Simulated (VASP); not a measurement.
# ZrC (Fm-3m) in VASP: a series of runs

ZrC is run at these levels: PBE; tasks: single point, relaxation of cell and atoms.

Program: VASP 6.6.1. These are calculated values, not measurements. Logs are shortened: lines on timing, memory, paths and dates and some standing lists are left out, and cuts for length are marked.

## 1. The cell of the first run

It takes space group Fm-3m (No. 225, cubic). Conventional cell: a = 4.709 Å, b = 4.709 Å, c = 4.709 Å, α = 90.00°, β = 90.00°, γ = 90.00°. Zr (site symmetry m-3m) has 6 C at 2.35 Å within 3.1 Å. C (site symmetry m-3m) has 6 Zr at 2.35 Å within 3.1 Å.

## 2. Single point, PBE

The input, INCAR:

```
SYSTEM = ZrC
ALGO = Normal
EDIFF = 1E-7
ENCUT = 520
GGA = PE
ISIF = 2
ISMEAR = 0
LASPH = .TRUE.
LCHARG = .TRUE.
LELF = .TRUE.
LREAL = .FALSE.
LVHAR = .TRUE.
LWAVE = .FALSE.
NBANDS = 15
NELM = 80
PREC = Accurate
SIGMA = 0.1
```

The input, KPOINTS:

```
k-points
0
G
  16 16 16
  0 0 0
```

The input, POSCAR:

```
ZrC
1.0
    0.0000000000      2.3543023667      2.3543023667
    2.3543023667      0.0000000000      2.3543023667
    2.3543023667      2.3543023667      0.0000000000
Zr C
1 1
Direct
    0.5000000000      0.5000000000      0.5000000000
    0.0000000000      0.0000000000      0.0000000000
```

Potentials or basis: VASP PAW PBE potentials, release 64 (Zr_sv, C).

Run with:

```
> cat potpaw_PBE.64/Zr_sv/POTCAR potpaw_PBE.64/C/POTCAR > POTCAR
> mpirun -np 1 vasp_std > vasp.out
```

OUTCAR:

```text
SYSTEM = ZrC
   EDIFF = 1E-7
   ENCUT = 520
   GGA = PE
   ISIF = 2
   ISMEAR = 0
   LASPH = .TRUE.
   LREAL = .FALSE.
   NELM = 80
   PREC = Accurate

 ion  position               nearest neighbor table
   1  0.500  0.500  0.500-   2 2.35   2 2.35   2 2.35   2 2.35   2 2.35   2 2.35
   2  0.000  0.000  0.000-   1 2.35   1 2.35   1 2.35   1 2.35   1 2.35   1 2.35

  LATTYP: Found a face centered cubic cell.
 ALAT       =     4.7086047334

  Lattice vectors:

 A1 = (   0.0000000000,   2.3543023667,   2.3543023667)
 A2 = (   2.3543023667,   0.0000000000,   2.3543023667)
 A3 = (   2.3543023667,   2.3543023667,   0.0000000000)

Analysis of symmetry for initial positions (statically):
=====================================================================
 Subroutine PRICEL returns:
 Original cell was already a primitive cell.

 Routine SETGRP: Setting up the symmetry group for a
 face centered cubic supercell.

 Subroutine GETGRP returns: Found 48 space group operations
 (whereof 48 operations were pure point group operations)
 out of a pool of 48 trial point group operations.

The static configuration has the point symmetry O_h .

Analysis of symmetry for dynamics (positions and initial velocities):
=====================================================================
 Subroutine PRICEL returns:
 Original cell was already a primitive cell.

 Routine SETGRP: Setting up the symmetry group for a
 face centered cubic supercell.

 Subroutine GETGRP returns: Found 48 space group operations
 (whereof 48 operations were pure point group operations)
 out of a pool of 48 trial point group operations.

The dynamic configuration has the point symmetry O_h .

 Subroutine INISYM returns: Found 48 space group operations
 (whereof 48 operations are pure point group operations),
 and found     1 'primitive' translations

----------------------------------------------------------------------------------------

                                     Primitive cell

  volume of cell :      26.0986

  direct lattice vectors                    reciprocal lattice vectors
     0.000000000  2.354302367  2.354302367    -0.212377139  0.212377139  0.212377139
     2.354302367  0.000000000  2.354302367     0.212377139 -0.212377139  0.212377139
     2.354302367  2.354302367  0.000000000     0.212377139  0.212377139 -0.212377139

  length of vectors
     3.329486337  3.329486337  3.329486337     0.367847994  0.367847994  0.367847994

  position of ions in fractional coordinates (direct lattice)
[... 85 lines left out ...]
   ISIF   =      2    stress and relaxation
   ISYM   =      2    0-nonsym 1-usesym 2-fastsym
   POTIM  = 0.5000    time-step for ionic-motion
   TEBEG  =    0.0;   TEEND  =   0.0 temperature during run
   PSTRESS=    0.0 pullay stress
   NELECT =      16.0000    total number of electrons
   NUPDOWN=      -1.0000    fix difference up-down
   EMIN   =  10.00;   EMAX   =-10.00  energy-range for DOS
   EFERMI =   0.00;   METHOD = LEGACY
   ISMEAR =     0;   SIGMA  =   0.10  broadening in eV -4-tet -1-fermi 0-gaus
   EFERMI_NEDOS =   21; number of points for ismear=-14 and -15
   IALGO  =     38    algorithm
   IMIX   =      4    mixing-type and parameters
     AMIX     =   0.40;   BMIX     =  1.00
     AMIX_MAG =   1.60;   BMIX_MAG =  1.00
  volume/ion in A,a.u.               =      13.05        88.06
  Fermi-wavevector in a.u.,A,eV,Ry     =   1.390729  2.628097 26.315407  1.934128
  Thomas-Fermi vector in A             =   2.514636
   LORBIT       =      0    0 simple, 1 ext, 2 COOP (PROOUT), +10 PAW based schemes
   GGA     = PE    functional components
   LHFCALC =     F    Hartree Fock is set to
   AEXX    =    0.0000 exact exchange contribution
   IVDW    =     0    specifies the selected vdW correction
   LEPSILON=     F    determine dielectric tensor
   LRPA    =     F    only Hartree local field effects (RPA)
 non-spin polarized calculation
 Gauss-broadening in eV      SIGMA  =   0.10
  energy-cutoff  :      520.00
  volume of cell :       26.10
 maximum number of plane-waves:       725
 NGX is ok and might be reduce to    28
   NGX = 13   NGY = 13   NGZ = 13

 number of electron      16.0000000 magnetization

 Free energy of the ion-electron system (eV)
  ---------------------------------------------------
  ext. energy  EPLUGINS =         0.00000000
  ---------------------------------------------------
  free energy    TOTEN  =       -19.46218703 eV

  energy without entropy =      -19.46025023  energy(sigma->0) =      -19.46121863

 E-fermi :   9.5421     XC(G=0): -12.1075

 val. band max:        9.5338813212   @ k =   0.3125   0.2500   0.0000
 cond. band min:       9.5443366118   @ k =   0.4375   0.4375   0.0000
 fundamental gap:      0.0104552907
 Fermi energy:         9.5420983859

 k-point     1 :       0.0000    0.0000    0.0000
  band No.  band energies     occupation
      1     -38.5724      2.00000
      2     -16.2863      2.00000
      3     -16.2863      2.00000
      4     -16.2863      2.00000
      5      -1.7354      2.00000
      6      10.4862      0.00000
      7      10.4862      0.00000
      8      10.4862      0.00000
      9      10.6451      0.00000
     10      10.6451      0.00000
     11      10.6451      0.00000
     12      12.3501      0.00000
     13      12.3501      0.00000
     14      16.8017      0.00000
[... 401 lines left out ...]
      2     -16.3680      2.00000
      3     -16.3080      2.00000
      4     -16.2879      2.00000
      5      -1.5042      2.00000
      6       9.1641      2.00000
      7       9.3765      1.98078
      8       9.5216      1.22790
      9      10.7872      0.00000
     10      11.4051      0.00000
     11      11.4884      0.00000
     12      12.9699      0.00000
     13      13.8221      0.00000
     14      17.3104      0.00000
     15      20.6359      0.00000

 [... further k-points ...]
[... 5 lines left out ...]
  --------------------------------------------------------------------------------------
  -------------------------------------------------------------------------------------
  Total        0.0406994      0.0406994      0.0406994      0.0000000      0.0000000      0.0000000
  in kB        2.4985132      2.4985132      2.4985132      0.0000000      0.0000000      0.0000000
  external PRESSURE =       2.4985132 kB  Pullay stress =       0.0000000 kB

 VOLUME and BASIS-vectors are now :
 -----------------------------------------------------------------------------
  energy-cutoff  :      520.00
  volume of cell :       26.10
      direct lattice vectors                 reciprocal lattice vectors
     0.000000000  2.354302367  2.354302367    -0.212377139  0.212377139  0.212377139
     2.354302367  0.000000000  2.354302367     0.212377139 -0.212377139  0.212377139
     2.354302367  2.354302367  0.000000000     0.212377139  0.212377139 -0.212377139

 POSITION                                       TOTAL-FORCE (eV/Angst)
 -----------------------------------------------------------------------------------
      2.35430      2.35430      2.35430        -0.000000      0.000000     -0.000000
      0.00000      0.00000      0.00000         0.000000     -0.000000      0.000000
 -----------------------------------------------------------------------------------
    total drift:                                0.000000      0.000000      0.000000

  FREE ENERGIE OF THE ION-ELECTRON SYSTEM (eV)
  ---------------------------------------------------
  free  energy   TOTEN  =       -19.4621870273 eV

  energy  without entropy=      -19.4602502316  energy(sigma->0) =      -19.46121863
```

OSZICAR:

```text
N       E                     dE             d eps       ncg     rms          rms(c)
DAV:   1     0.101510679186E+03    0.10151E+03   -0.86535E+03  4358   0.108E+03
DAV:   2    -0.167042601108E+02   -0.11821E+03   -0.11080E+03  5575   0.288E+02
DAV:   3    -0.228205707895E+02   -0.61163E+01   -0.60810E+01  7291   0.553E+01
DAV:   4    -0.229381554469E+02   -0.11758E+00   -0.11753E+00  5248   0.576E+00
DAV:   5    -0.229395052873E+02   -0.13498E-02   -0.13498E-02  5787   0.521E-01    0.202E+01
DAV:   6    -0.195743282654E+02    0.33652E+01   -0.63884E+00  5127   0.227E+01    0.697E+00
DAV:   7    -0.194775500942E+02    0.96778E-01   -0.68399E-01  4988   0.595E+00    0.609E+00
DAV:   8    -0.195048707494E+02   -0.27321E-01   -0.35872E-01  5267   0.461E+00    0.521E+00
DAV:   9    -0.194632940722E+02    0.41577E-01   -0.70651E-02  4791   0.191E+00    0.917E-01
DAV:  10    -0.194622018884E+02    0.10922E-02   -0.65914E-03  5715   0.665E-01    0.123E-01
DAV:  11    -0.194621946951E+02    0.71933E-05   -0.19717E-04  4945   0.137E-01    0.509E-02
DAV:  12    -0.194621888333E+02    0.58618E-05   -0.42015E-06  5550   0.181E-02    0.144E-02
DAV:  13    -0.194621871229E+02    0.17104E-05   -0.25857E-06  5386   0.101E-02    0.357E-03
DAV:  14    -0.194621870273E+02    0.95587E-07   -0.12656E-07  4255   0.233E-03
   1 F= -.19462187E+02 E0= -.19461219E+02  d E =-.193680E-02
```

stdout:

```text
POSCAR found type information on POSCAR ZrC
 POSCAR found :  2 types and       2 ions
 scaLAPACK will be used
 LDA part: xc-table for (Slater+PW92), standard interpolation
 POSCAR, INCAR and KPOINTS ok, starting setup
 FFT: planning ... GRIDC
 FFT: planning ... GRID_SOFT
 FFT: planning ... GRID
 WAVECAR not read
 entering main loop
```

It took 42 s on 1 thread of Intel Xeon 6975P-C (Granite Rapids), shared host; peak memory 0.19 GiB.

Results:

| Item | Value |
| --- | --- |
| Free energy | -19.4622 eV |
| Pressure | 0.2 GPa |
| Band gap on the k mesh | zero (band 8 reaches 10.49 eV, above the bottom of band 9 at 9.18 eV) |

## 3. Relaxation of cell and atoms, PBE

This run uses another cell than the first one, of 12.98 Å³/atom, 0.995 times its volume.

The input, INCAR:

```
  PREC = Accurate
  ENCUT = 600
  EDIFF = 1E-7
  ISMEAR = 0
  SIGMA = 0.1
  LREAL = False
  LASPH = True
  NELM = 100
  ALGO = Normal
  ISIF = 3
  LWAVE = False
  LCHARG = False
  GGA = PE
  IBRION = 2
  NSW = 100
  EDIFFG = -0.005
```

The input, KPOINTS:

```
regular mesh
0
Gamma
  16 16 16
```

The input, POSCAR:

```
ZrC
1.0
    0.0000000000      2.3502100000      2.3502100000
    2.3502100000      0.0000000000      2.3502100000
    2.3502100000      2.3502100000      0.0000000000
Zr C
1 1
Direct
    0.5000000000      0.5000000000      0.5000000000
    0.0000000000      0.0000000000      0.0000000000
```

Potentials or basis: VASP PAW PBE potentials, release 64 (Zr_sv, C).

Run with:

```
> cat potpaw_PBE.64/Zr_sv/POTCAR potpaw_PBE.64/C/POTCAR > POTCAR
> mpirun -np 1 vasp_std > vasp.out
```

Wall time 63 s (1 thread of Intel Xeon 6975P-C (Granite Rapids), shared host); peak memory 0.2 GiB.

The run converged. Its results:

| Item | Value |
| --- | --- |
| Free energy | -19.4630 eV |
| Relaxed volume | 13.06 Å³/atom |
| Relaxed cell | a = 3.330 Å, b = 3.330 Å, c = 3.330 Å, α = 60.00°, β = 60.00°, γ = 60.00° |
| Space group after relaxing (to 0.05 Å) | Fm-3m (No. 225) |
| Energy gained by relaxing | 0.3 meV/atom |
| Ionic steps | 3 |
| Pressure after relaxing | 0.0 GPa |
| Band gap on the k mesh | zero (band 8 reaches 10.48 eV, above the bottom of band 9 at 9.17 eV) |

The path:
```csv
step,energy change (eV),largest force (eV/Å),pressure (GPa),volume (Å³)
1,0.0000,0.0000,1.35,25.96
2,0.0011,0.0000,-2.12,26.38
3,-0.0006,0.0000,0.01,26.12
```

Final structure:
```
Zr C
1.0
     0.00000    2.35489    2.35489
     2.35489    0.00000    2.35489
     2.35489    2.35489    0.00000
Zr C
1 1
Direct
  0.50000 0.50000 0.50000
  0.00000 0.00000 0.00000
```

Levels at points of the mesh, in eV from the Fermi level:
| k point | band 6 | band 7 | band 8 | band 9 | band 10 | band 11 |
| --- | --- | --- | --- | --- | --- | --- |
| (0.00, 0.00, 0.00) | 0.94 | 0.94 | 0.94 | 1.10 | 1.10 | 1.10 |
| (0.50, 0.00, 0.00) | -5.26 | -2.90 | -2.90 | 4.48 | 4.48 | 5.31 |
| (0.50, 0.50, 0.00) | -2.06 | -1.73 | 0.06 | 0.06 | 4.43 | 5.63 |
